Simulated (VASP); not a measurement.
A run of VASP 6.6.1 is set up as follows.

The input INCAR:

```
ALGO = Normal
EDIFF = 1E-6
EDIFFG = -0.005
ENCUT = 600
GGA = PE
IBRION = 2
ISIF = 3
ISMEAR = -1
LASPH = True
LCHARG = False
LREAL = False
LWAVE = False
NELM = 60
NSW = 80
PREC = Accurate
SIGMA = 0.02
```

Contents of KPOINTS:

```
k-points
0
Gamma
  6 6 6
```

File POSCAR:

```
FeSi
1.0
    4.5507000000      0.0000000000      0.0000000000
    0.0000000000      4.5507000000      0.0000000000
    0.0000000000      0.0000000000      4.5507000000
Fe Si
4 4
Direct
    0.1365200000      0.1365200000      0.1365200000
    0.3634800000      0.8634800000      0.6365200000
    0.6365200000      0.3634800000      0.8634800000
    0.8634800000      0.6365200000      0.3634800000
    0.8424000000      0.8424000000      0.8424000000
    0.6576000000      0.1576000000      0.3424000000
    0.3424000000      0.6576000000      0.1576000000
    0.1576000000      0.3424000000      0.6576000000
```

Potentials or basis: VASP PAW PBE potentials, release 64 (Fe, Si).

Command:

```console
$ cat potpaw_PBE.64/Fe/POTCAR potpaw_PBE.64/Si/POTCAR > POTCAR
$ mpirun -np 1 vasp_std > vasp.out
```

Problem. Predict the band gap on the k mesh.

Solution. 0.17 eV.

Problem. What does it give for the space group after relaxing (to 0.1 Å)?

Solution. P2_13 (No. 198).

Step by step:
```tsv
step	energy change (eV)	largest force (eV/Å)	pressure (GPa)	volume (Å³)
1	0.0000	0.2808	-13.74	94.24
2	0.1787	0.5239	23.09	81.12
3	-0.2899	0.1227	-0.25	88.12
4	-0.2900	0.1187	0.05	88.00
5	-0.2919	0.0274	0.05	88.00
6	-0.2920	0.0042	0.04	88.00
```

A k mesh can miss the band edges. Spin polarisation is off, so any magnetic state and its effect on volume and gap are missing.
